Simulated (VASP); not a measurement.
# Ho (Fm-3m) in VASP: single point with LDA

Aim: the single point of Ho with LDA.

All numbers are computed with VASP 6.6.1; they aren't measurements. Logs are shortened: lines on timing, memory, paths and dates and some standing lists are left out, and cuts for length are marked.

### Step 1. The cell of the first run

It takes space group Fm-3m (No. 225, cubic). The conventional cell has a = 4.816 Å, b = 4.816 Å, c = 4.816 Å, α = 90.00°, β = 90.00°, γ = 90.00°. Within 4.5 Å of Ho (site symmetry m-3m) lie 12 Ho at 3.41 Å.

### Step 2. Single point, LDA

Input file INCAR:

```
SYSTEM = Ho
  PREC = Accurate
  ENCUT = 600
  EDIFF = 1E-6
  ISMEAR = -1
  SIGMA = 0.13605693000000002
  LREAL = .FALSE.
  LASPH = .TRUE.
  NELM = 200
  ALGO = Normal
  ISIF = 2
  LWAVE = .FALSE.
  LCHARG = .FALSE.
  GGA = CA
  NBANDS = 16
  GGA_COMPAT = .FALSE.
  LMAXMIX = 6
```

Input file KPOINTS:

```
regular mesh
0
G
  12 12 12
  0 0 0
```

Input file POSCAR:

```
Ho
1.0
    0.0000000000      2.4077584571      2.4077584571
    2.4077584571      0.0000000000      2.4077584571
    2.4077584571      2.4077584571      0.0000000000
Ho
1
Direct
    0.0000000000      0.0000000000      0.0000000000
```

Potentials or basis: VASP PAW PBE potentials, release 64 (Ho).

Run with:

```bash
> cat potpaw_PBE.64/Ho/POTCAR > POTCAR
> mpirun -np 1 vasp_std > vasp.out
```

OUTCAR:

```text
SYSTEM = Ho
   PREC = Accurate
   ENCUT = 600
   EDIFF = 1E-6
   ISMEAR = -1
   LREAL = .FALSE.
   LASPH = .TRUE.
   NELM = 200
   ISIF = 2
   GGA = CA

 ion  position               nearest neighbor table
   1  0.000  0.000  0.000-

  LATTYP: Found a face centered cubic cell.
 ALAT       =     4.8155169142

  Lattice vectors:

 A1 = (   0.0000000000,   2.4077584571,   2.4077584571)
 A2 = (   2.4077584571,   0.0000000000,   2.4077584571)
 A3 = (   2.4077584571,   2.4077584571,   0.0000000000)

Analysis of symmetry for initial positions (statically):
=====================================================================
 Subroutine PRICEL returns:
 Original cell was already a primitive cell.

 Routine SETGRP: Setting up the symmetry group for a
 face centered cubic supercell.

 Subroutine GETGRP returns: Found 48 space group operations
 (whereof 48 operations were pure point group operations)
 out of a pool of 48 trial point group operations.

The static configuration has the point symmetry O_h .

Analysis of symmetry for dynamics (positions and initial velocities):
=====================================================================
 Subroutine PRICEL returns:
 Original cell was already a primitive cell.

 Routine SETGRP: Setting up the symmetry group for a
 face centered cubic supercell.

 Subroutine GETGRP returns: Found 48 space group operations
 (whereof 48 operations were pure point group operations)
 out of a pool of 48 trial point group operations.

The dynamic configuration has the point symmetry O_h .

 Subroutine INISYM returns: Found 48 space group operations
 (whereof 48 operations are pure point group operations),
 and found     1 'primitive' translations

----------------------------------------------------------------------------------------

                                     Primitive cell

  volume of cell :      27.9170

  direct lattice vectors                    reciprocal lattice vectors
     0.000000000  2.407758457  2.407758457    -0.207662026  0.207662026  0.207662026
     2.407758457  0.000000000  2.407758457     0.207662026 -0.207662026  0.207662026
     2.407758457  2.407758457  0.000000000     0.207662026  0.207662026 -0.207662026

  length of vectors
     3.405084665  3.405084665  3.405084665     0.359681180  0.359681180  0.359681180

  position of ions in fractional coordinates (direct lattice)
     0.000000000  0.000000000  0.000000000

  ion indices of the primitive-cell ions
   primitive index   ion index
                 1           1

----------------------------------------------------------------------------------------

 KPOINTS: regular mesh

Automatic generation of k-mesh.
 Grid dimensions read from file:
 generate k-points for:   12   12   12

 Generating k-lattice:

  Cartesian coordinates                     Fractional coordinates (reciprocal lattice)
    -0.017305169  0.017305169  0.017305169     0.083333333  0.000000000  0.000000000
     0.017305169 -0.017305169  0.017305169     0.000000000  0.083333333  0.000000000
     0.017305169  0.017305169 -0.017305169     0.000000000  0.000000000  0.083333333

  Length of vectors
     0.029973432  0.029973432  0.029973432

  Shift w.r.t. Gamma in fractional coordinates (k-lattice)
     0.000000000  0.000000000  0.000000000

 Subroutine IBZKPT returns following result:
 ===========================================

 Found     72 irreducible k-points:

 Following reciprocal coordinates:
            Coordinates               Weight
  0.000000  0.000000  0.000000      1.000000
  0.083333  0.000000  0.000000      8.000000
  0.166667  0.000000  0.000000      8.000000
  0.250000  0.000000  0.000000      8.000000
  0.333333  0.000000  0.000000      8.000000
  0.416667  0.000000  0.000000      8.000000
[... 16 lines left out ...]
  0.500000  0.166667  0.000000     24.000000
 -0.416667  0.166667  0.000000     24.000000
 [... further k-points ...]
   k-points           NKPTS =     72   k-points in BZ     NKDIM =     72   number of bands    NBANDS=     16
   number of dos      NEDOS =    301   number of ions     NIONS =      1
   total plane-waves  NPLWV =  21952
   dimension x,y,z NGX =    28 NGY =   28 NGZ =   28
   dimension x,y,z NGXF=    56 NGYF=   56 NGZF=   56
   ions per type =               1
   NGX,Y,Z   is equivalent  to a cutoff of  13.67, 13.67, 13.67 a.u.
   NGXF,Y,Z  is equivalent  to a cutoff of  27.34, 27.34, 27.34 a.u.
 SYSTEM =  Ho
   PREC   = accura    normal or accurate (medium, high low for compatibility)
   ISTART =      0    job   : 0-new  1-cont  2-samecut
   ICHARG =      2    charge: 1-file 2-atom 10-const
   ISPIN  =      1    spin polarized calculation?
   LNONCOLLINEAR =      F non collinear calculations
   LSORBIT =      F    spin-orbit coupling
   LASPH  =      T    aspherical Exc in radial PAW
   ENCUT  =  600.0 eV  44.10 Ry    6.64 a.u.   6.80  6.80  6.80*2*pi/ulx,y,z
   NELM   =    200;   NELMIN=  2; NELMDL= -5     # of ELM steps
   EDIFF  = 0.1E-05   stopping-criterion for ELM
   LREAL  =      F    real-space projection
   EDIFFG = 0.1E-04   stopping-criterion for IOM
   NSW    =      0    number of steps for IOM
   IBRION =     -1    ionic relax: 0-MD 1-quasi-New 2-CG
   NFREE  =      0    steps in history (QN), initial steepest desc. (CG)
   ISIF   =      2    stress and relaxation
   ISYM   =      2    0-nonsym 1-usesym 2-fastsym
   POTIM  = 0.5000    time-step for ionic-motion
   TEBEG  =    0.0;   TEEND  =   0.0 temperature during run
   PSTRESS=    0.0 pullay stress
   NELECT =      21.0000    total number of electrons
   NUPDOWN=      -1.0000    fix difference up-down
   EMIN   =  10.00;   EMAX   =-10.00  energy-range for DOS
   EFERMI =   0.00;   METHOD = LEGACY
   ISMEAR =    -1;   SIGMA  =   0.14  broadening in eV -4-tet -1-fermi 0-gaus
   EFERMI_NEDOS =   21; number of points for ismear=-14 and -15
   IALGO  =     38    algorithm
   IMIX   =      4    mixing-type and parameters
     AMIX     =   0.40;   BMIX     =  1.00
     AMIX_MAG =   1.60;   BMIX_MAG =  1.00
  volume/ion in A,a.u.               =      27.92       188.39
  Fermi-wavevector in a.u.,A,eV,Ry     =   1.488875  2.813566 30.160713  2.216750
  Thomas-Fermi vector in A             =   2.601855
   LORBIT       =      0    0 simple, 1 ext, 2 COOP (PROOUT), +10 PAW based schemes
   GGA     = CA    functional components
   LHFCALC =     F    Hartree Fock is set to
   AEXX    =    0.0000 exact exchange contribution
   IVDW    =     0    specifies the selected vdW correction
   LEPSILON=     F    determine dielectric tensor
   LRPA    =     F    only Hartree local field effects (RPA)
 non-spin polarized calculation
  energy-cutoff  :      600.00
  volume of cell :       27.92
 maximum number of plane-waves:       950
   NGX = 13   NGY = 13   NGZ = 13

 number of electron      21.0000009 magnetization

 Free energy of the ion-electron system (eV)
  ---------------------------------------------------
  ext. energy  EPLUGINS =         0.00000000
  ---------------------------------------------------
  free energy    TOTEN  =        -5.30489634 eV

  energy without entropy =       -4.37441769  energy(sigma->0) =       -4.83965701

 E-fermi :   2.5018     XC(G=0): -10.9495

 val. band max:        2.5015179235   @ k =  -0.4167   0.4167   0.1667
 cond. band min:       2.5022989800   @ k =  -0.3333   0.5000   0.1667
 fundamental gap:      0.0007810565
 Fermi energy:         2.5018466312

 k-point     1 :       0.0000    0.0000    0.0000
  band No.  band energies     occupation
      1     -43.7596      2.00000
      2     -18.7270      2.00000
      3     -18.7270      2.00000
      4     -18.7270      2.00000
      5      -2.4413      2.00000
      6       2.0752      1.91667
[... 8 lines left out ...]
     15       5.4135      0.00000
     16       8.2217      0.00000

 k-point     2 :       0.0833    0.0000    0.0000
  band No.  band energies     occupation
      1     -43.7533      2.00000
      2     -18.8054      2.00000
      3     -18.7363      2.00000
      4     -18.7363      2.00000
      5      -2.2134      2.00000
      6       2.0737      1.91755
[... 8 lines left out ...]
     15       5.5347      0.00000
     16       8.0884      0.00000

 k-point     3 :       0.1667    0.0000    0.0000
  band No.  band energies     occupation
      1     -43.7361      2.00000
      2     -19.0133      2.00000
      3     -18.7615      2.00000
      4     -18.7615      2.00000
      5      -1.5837      2.00000
      6       2.0749      1.91684
[... 8 lines left out ...]
     15       5.7671      0.00000
     16       7.9140      0.00000

 k-point     4 :       0.2500    0.0000    0.0000
  band No.  band energies     occupation
      1     -43.7125      2.00000
      2     -19.2844      2.00000
      3     -18.7956      2.00000
      4     -18.7956      2.00000
      5      -0.7209      2.00000
      6       2.0982      1.90209
[... 8 lines left out ...]
     15       5.7624      0.00000
     16       8.1968      0.00000

 k-point     5 :       0.3333    0.0000    0.0000
  band No.  band energies     occupation
      1     -43.6888      2.00000
      2     -19.5424      2.00000
      3     -18.8293      2.00000
      4     -18.8293      2.00000
      5       0.0787      2.00000
      6       2.1291      1.87865
[... 8 lines left out ...]
     15       5.4932      0.00000
     16       9.0118      0.00000

 k-point     6 :       0.4167    0.0000    0.0000
  band No.  band energies     occupation
      1     -43.6714      2.00000
      2     -19.7239      2.00000
      3     -18.8538      2.00000
      4     -18.8538      2.00000
      5       0.5305      2.00000
      6       2.1096      1.89402
[... 8 lines left out ...]
     15       5.2350      0.00000
     16       9.9409      0.00000
[... 267 lines left out ...]
 k-point    21 :       0.3333    0.1667    0.0000
  band No.  band energies     occupation
      1     -43.6890      2.00000
      2     -19.3928      2.00000
      3     -18.9097      2.00000
      4     -18.9038      2.00000
      5       0.1919      2.00000
      6       2.0982      1.90209
[... 8 lines left out ...]
     15       6.4807      0.00000
     16       7.9492      0.00000

 k-point    22 :       0.4167    0.1667    0.0000
  band No.  band energies     occupation
      1     -43.6695      2.00000
      2     -19.5756      2.00000
      3     -18.9702      2.00000
      4     -18.9246      2.00000
      5       0.9041      1.99998
      6       2.1225      1.88404
[... 8 lines left out ...]
     15       6.2331      0.00000
     16       9.1617      0.00000

 k-point    23 :       0.5000    0.1667    0.0000
  band No.  band energies     occupation
      1     -43.6573      2.00000
      2     -19.6824      2.00000
      3     -19.0267      2.00000
      4     -18.9238      2.00000
      5       1.2822      1.99974
      6       2.0901      1.90752
[... 8 lines left out ...]
     15       5.9865      0.00000
     16      10.3085      0.00000

 k-point    24 :      -0.4167    0.1667    0.0000
  band No.  band energies     occupation
      1     -43.6557      2.00000
      2     -19.6913      2.00000
      3     -19.0621      2.00000
      4     -18.9016      2.00000
      5       1.3744      1.99950
      6       2.0751      1.91672
[... 8 lines left out ...]
     15       5.8757      0.00000
     16       9.7849      0.00000

 [... further k-points ...]

------------------------ aborting loop because EDIFF is reached ----------------------------------------

  FORCE on cell =-STRESS in cart. coord.  units (eV):
  Direction    XX          YY          ZZ          XY          YZ          ZX
  --------------------------------------------------------------------------------------
  -------------------------------------------------------------------------------------
  Total        0.0059143      0.0059143      0.0059143     -0.0000000      0.0000000     -0.0000000
  in kB        0.3394246      0.3394246      0.3394246     -0.0000000      0.0000000     -0.0000000
  external PRESSURE =       0.3394246 kB  Pullay stress =       0.0000000 kB

 VOLUME and BASIS-vectors are now :
 -----------------------------------------------------------------------------
  energy-cutoff  :      600.00
  volume of cell :       27.92
      direct lattice vectors                 reciprocal lattice vectors
     0.000000000  2.407758457  2.407758457    -0.207662026  0.207662026  0.207662026
     2.407758457  0.000000000  2.407758457     0.207662026 -0.207662026  0.207662026
     2.407758457  2.407758457  0.000000000     0.207662026  0.207662026 -0.207662026

 POSITION                                       TOTAL-FORCE (eV/Angst)
 -----------------------------------------------------------------------------------
      0.00000      0.00000      0.00000         0.000000      0.000000      0.000000
 -----------------------------------------------------------------------------------
    total drift:                               -0.000000     -0.000000     -0.000000

  FREE ENERGIE OF THE ION-ELECTRON SYSTEM (eV)
  ---------------------------------------------------
  free  energy   TOTEN  =        -5.3048963402 eV

  energy  without entropy=       -4.3744176871  energy(sigma->0) =       -4.83965701
```

It took 60 s on 1 thread of Intel Xeon 6975P-C, shared host; peak memory 0.18 GiB.

Results:

```
Free energy : -5.3049 eV
Pressure    : 0.0 GPa
```

Levels at points of the mesh, in eV from the Fermi level:
```
           k point  band 9  band 10  band 11  band 12  band 13  band 14  band 15  band 16
(0.00, 0.00, 0.00)   -0.26    -0.03    -0.03    -0.03     2.91     2.91     2.91     5.72
(0.50, 0.00, 0.00)   -0.18    -0.09    -0.09    -0.02     2.08     2.63     2.63     7.89
(0.50, 0.50, 0.00)   -0.22    -0.21    -0.12    -0.12    -0.10     3.89     7.92     8.56
```

Caveat: the PAW data sets were made with another functional, which shifts forces and pressure a little; spin-orbit coupling is left out, which moves the levels of the heavy elements. Spin polarisation is off, so any magnetic state and its effect on volume and gap are missing.
